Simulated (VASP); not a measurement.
# Sn3Bi (Fm-3m) in VASP: notebook

Sn3Bi is run at these levels: LDA; tasks: single point.

Everything below comes from runs of VASP 6.6.1. Logs are shortened: lines on timing, memory, paths and dates and some standing lists are left out, and cuts for length are marked.

### Step 1. The cell of the first run

The structure is cubic, space group Fm-3m (No. 225). The conventional cell has a = 7.698 Å, b = 7.698 Å, c = 7.698 Å, α = 90.00°, β = 90.00°, γ = 90.00°. Sn (site symmetry m-3m) has 8 Sn at 3.33 Å and 6 Bi at 3.85 Å within 4.4 Å. Sn (site symmetry -43m) has 10 Sn at 3.33 to 3.85 Å and 4 Bi at 3.33 Å within 4.4 Å. Bi (site symmetry m-3m) has 14 Sn at 3.33 to 3.85 Å within 4.4 Å.

### Step 2. Single point, LDA

The input, INCAR:

```
SYSTEM = Sn3Bi
ALGO = Normal
EDIFF = 1E-6
ENCUT = 500
GGA = CA
GGA_COMPAT = .FALSE.
ISIF = 2
ISMEAR = -1
LASPH = .TRUE.
LCHARG = .TRUE.
LELF = .TRUE.
LREAL = .FALSE.
LVHAR = .TRUE.
LWAVE = .FALSE.
NBANDS = 36
NELM = 120
PREC = Accurate
SIGMA = 0.1
```

The input, KPOINTS:

```
k-points
0
G
  2 2 2
  0 0 0
```

The input, POSCAR:

```
Sn3Bi
1.0
    0.0000000000      3.8490170000      3.8490170000
    3.8490170000      0.0000000000      3.8490170000
    3.8490170000      3.8490170000      0.0000000000
Sn Bi
3 1
Direct
    0.0000000000      0.0000000000      0.0000000000
    0.2500000000      0.2500000000      0.2500000000
    0.7500000000      0.7500000000      0.7500000000
    0.5000000000      0.5000000000      0.5000000000
```

Potentials or basis: VASP PAW LDA potentials, release 64 (Sn_d, Bi_d).

The run is started by

```
> cat potpaw_LDA.64/Sn_d/POTCAR potpaw_LDA.64/Bi_d/POTCAR > POTCAR
> mpirun -np 1 vasp_std > vasp.out
```

OUTCAR:

```text
SYSTEM = Sn3Bi
   EDIFF = 1E-6
   ENCUT = 500
   GGA = CA
   ISIF = 2
   ISMEAR = -1
   LASPH = .TRUE.
   LREAL = .FALSE.
   NELM = 120
   PREC = Accurate

 ion  position               nearest neighbor table
   1  0.000  0.000  0.000-   3 3.33   3 3.33   3 3.33   2 3.33   3 3.33   2 3.33   2 3.33   2 3.33

   2  0.250  0.250  0.250-   1 3.33   1 3.33   1 3.33   1 3.33   4 3.33   4 3.33   4 3.33   4 3.33

   3  0.750  0.750  0.750-   4 3.33   4 3.33   4 3.33   1 3.33   4 3.33   1 3.33   1 3.33   1 3.33

   4  0.500  0.500  0.500-   2 3.33   2 3.33   2 3.33   2 3.33   3 3.33   3 3.33   3 3.33   3 3.33

  LATTYP: Found a face centered cubic cell.
 ALAT       =     7.6980340000

  Lattice vectors:

 A1 = (   0.0000000000,   3.8490170000,   3.8490170000)
 A2 = (   3.8490170000,   0.0000000000,   3.8490170000)
 A3 = (   3.8490170000,   3.8490170000,   0.0000000000)

Analysis of symmetry for initial positions (statically):
=====================================================================
 Subroutine PRICEL returns:
 Original cell was already a primitive cell.

 Routine SETGRP: Setting up the symmetry group for a
 face centered cubic supercell.

 Subroutine GETGRP returns: Found 48 space group operations
 (whereof 48 operations were pure point group operations)
 out of a pool of 48 trial point group operations.

The static configuration has the point symmetry O_h .

Analysis of symmetry for dynamics (positions and initial velocities):
=====================================================================
 Subroutine PRICEL returns:
 Original cell was already a primitive cell.

 Routine SETGRP: Setting up the symmetry group for a
 face centered cubic supercell.

 Subroutine GETGRP returns: Found 48 space group operations
 (whereof 48 operations were pure point group operations)
 out of a pool of 48 trial point group operations.

The dynamic configuration has the point symmetry O_h .

 Subroutine INISYM returns: Found 48 space group operations
 (whereof 48 operations are pure point group operations),
 and found     1 'primitive' translations

----------------------------------------------------------------------------------------

                                     Primitive cell
[... 67 lines left out ...]
   ISPIN  =      1    spin polarized calculation?
   LNONCOLLINEAR =      F non collinear calculations
   LSORBIT =      F    spin-orbit coupling
   LASPH  =      T    aspherical Exc in radial PAW
   ENCUT  =  500.0 eV  36.75 Ry    6.06 a.u.   9.92  9.92  9.92*2*pi/ulx,y,z
   NELM   =    120;   NELMIN=  2; NELMDL= -5     # of ELM steps
   EDIFF  = 0.1E-05   stopping-criterion for ELM
   LREAL  =      F    real-space projection
   EDIFFG = 0.1E-04   stopping-criterion for IOM
   NSW    =      0    number of steps for IOM
   IBRION =     -1    ionic relax: 0-MD 1-quasi-New 2-CG
   NFREE  =      0    steps in history (QN), initial steepest desc. (CG)
   ISIF   =      2    stress and relaxation
   ISYM   =      2    0-nonsym 1-usesym 2-fastsym
   POTIM  = 0.5000    time-step for ionic-motion
   TEBEG  =    0.0;   TEEND  =   0.0 temperature during run
   PSTRESS=    0.0 pullay stress
   NELECT =      57.0000    total number of electrons
   NUPDOWN=      -1.0000    fix difference up-down
   EMIN   =  10.00;   EMAX   =-10.00  energy-range for DOS
   EFERMI =   0.00;   METHOD = LEGACY
   ISMEAR =    -1;   SIGMA  =   0.10  broadening in eV -4-tet -1-fermi 0-gaus
   EFERMI_NEDOS =   21; number of points for ismear=-14 and -15
   IALGO  =     38    algorithm
   IMIX   =      4    mixing-type and parameters
     AMIX     =   0.40;   BMIX     =  1.00
     AMIX_MAG =   1.60;   BMIX_MAG =  1.00
  volume/ion in A,a.u.               =      28.51       192.40
  Fermi-wavevector in a.u.,A,eV,Ry     =   1.299192  2.455117 22.965266  1.687899
  Thomas-Fermi vector in A             =   2.430472
   LORBIT       =      0    0 simple, 1 ext, 2 COOP (PROOUT), +10 PAW based schemes
   GGA     = CA    functional components
   LHFCALC =     F    Hartree Fock is set to
   AEXX    =    0.0000 exact exchange contribution
   IVDW    =     0    specifies the selected vdW correction
   LEPSILON=     F    determine dielectric tensor
   LRPA    =     F    only Hartree local field effects (RPA)
 non-spin polarized calculation
  energy-cutoff  :      500.00
  volume of cell :      114.05
 maximum number of plane-waves:      2914
 NGX is ok and might be reduce to    40
   NGX = 19   NGY = 19   NGZ = 19

 number of electron      56.9999977 magnetization

 Free energy of the ion-electron system (eV)
  ---------------------------------------------------
  ext. energy  EPLUGINS =         0.00000000
  ---------------------------------------------------
  free energy    TOTEN  =       -18.45710480 eV

  energy without entropy =      -18.33702139  energy(sigma->0) =      -18.39706309

 E-fermi :   7.8367     XC(G=0): -10.5316

 val. band max:        7.7018773124   @ k =   0.5000   0.0000   0.0000
 cond. band min:       7.8543209303   @ k =   0.5000   0.0000   0.0000
 fundamental gap:      0.1524436179
 Fermi energy:         7.8367025850

 k-point     1 :       0.0000    0.0000    0.0000
  band No.  band energies     occupation
      1     -15.3960      2.00000
      2     -15.3960      2.00000
      3     -15.3960      2.00000
      4     -15.3842      2.00000
      5     -15.3842      2.00000
      6     -13.8130      2.00000
[... 106 lines left out ...]
     35      12.5108      0.00000
     36      12.5108      0.00000

------------------------ aborting loop because EDIFF is reached ----------------------------------------

  FORCE on cell =-STRESS in cart. coord.  units (eV):
  Direction    XX          YY          ZZ          XY          YZ          ZX
  --------------------------------------------------------------------------------------
  -------------------------------------------------------------------------------------
  Total       -4.3272319     -4.3272319     -4.3272319     -0.0000000      0.0000000      0.0000000
  in kB      -60.7912772    -60.7912772    -60.7912772     -0.0000000      0.0000000      0.0000000
  external PRESSURE =     -60.7912772 kB  Pullay stress =       0.0000000 kB

 VOLUME and BASIS-vectors are now :
 -----------------------------------------------------------------------------
  energy-cutoff  :      500.00
  volume of cell :      114.05
      direct lattice vectors                 reciprocal lattice vectors
     0.000000000  3.849017000  3.849017000    -0.129903297  0.129903297  0.129903297
     3.849017000  0.000000000  3.849017000     0.129903297 -0.129903297  0.129903297
     3.849017000  3.849017000  0.000000000     0.129903297  0.129903297 -0.129903297

 POSITION                                       TOTAL-FORCE (eV/Angst)
 -----------------------------------------------------------------------------------
      0.00000      0.00000      0.00000         0.000000     -0.000000     -0.000000
      1.92451      1.92451      1.92451        -0.000000     -0.000000     -0.000000
      5.77353      5.77353      5.77353         0.000000      0.000000      0.000000
      3.84902      3.84902      3.84902        -0.000000     -0.000000     -0.000000
 -----------------------------------------------------------------------------------
    total drift:                               -0.000000      0.000000      0.000000

  FREE ENERGIE OF THE ION-ELECTRON SYSTEM (eV)
  ---------------------------------------------------
  free  energy   TOTEN  =       -18.4571047957 eV

  energy  without entropy=      -18.3370213918  energy(sigma->0) =      -18.39706309
```

Run time: 33 s. Hardware: 1 thread of Intel Xeon 8259CL, shared host; peak memory 0.19 GiB.

Results:

```
Free energy : -18.4571 eV
Pressure    : -6.1 GPa
```

Caveat: the k points lie up to 0.71 Å⁻¹ apart; spin-orbit coupling is left out, which moves the levels of the heavy elements.

(Continued in part 2 of 2.)
